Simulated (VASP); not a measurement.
Write the native input for VASP 6.6.1 that does the following.

```yaml
Task: single point
Functional: PBE
Potentials_or_basis: VASP PAW PBE potentials, release 64 (Rb_sv, Br)
Cutoff: 520 eV
k_mesh: 6 × 6 × 6
Occupations: gaussian, width 0.05 eV
Spin: no spin polarisation
Dipole_correction: no
Further_INCAR_settings: ALGO = Normal; EDIFF = 1e-06; NBANDS = 15
```

The structure of RbBr lies in POSCAR:

```
RbBr
1.0
    4.1371365051      0.0000000000      0.0000000000
    0.0000000000      4.1371365051      0.0000000000
    0.0000000000      0.0000000000      4.1929021031
Rb Br
1 1
Direct
   -0.0462890878      0.0000000000      0.0000000000
    0.5495122459      0.5000000000      0.5000000000
```

This cell differs from its parent crystal: atoms displaced along a vibrational mode, the cell strained.

One way to write it, as run:

INCAR

```
SYSTEM = RbBr
PREC = Accurate
ENCUT = 520
EDIFF = 1E-6
ISMEAR = 0
SIGMA = 0.05
LREAL = .FALSE.
LASPH = .TRUE.
NELM = 100
ALGO = Normal
ISIF = 2
LWAVE = .FALSE.
LCHARG = .FALSE.
GGA = PE
NBANDS = 15
```

KPOINTS

```
regular mesh
0
G
  6 6 6
  0 0 0
```

Potentials or basis: VASP PAW PBE potentials, release 64 (Rb_sv, Br).

The run is started by

```bash
$ cat potpaw_PBE.64/Rb_sv/POTCAR potpaw_PBE.64/Br/POTCAR > POTCAR
$ mpirun -np 1 vasp_std > vasp.out
```

It gave:

```json
{
  "Pressure": "1.2 GPa",
  "Largest force": "0.297 eV/Å",
  "Band gap on the k mesh": "4.02 eV (least direct gap 4.17 eV)"
}
```

Caveat: the cell differs from its parent crystal (atoms displaced along a vibrational mode, the cell strained).

Run time: 16 s on 1 thread of Intel(R) Xeon(R) 6975P-C (Granite Rapids), with other jobs on the host, peak memory 0.22 GiB.
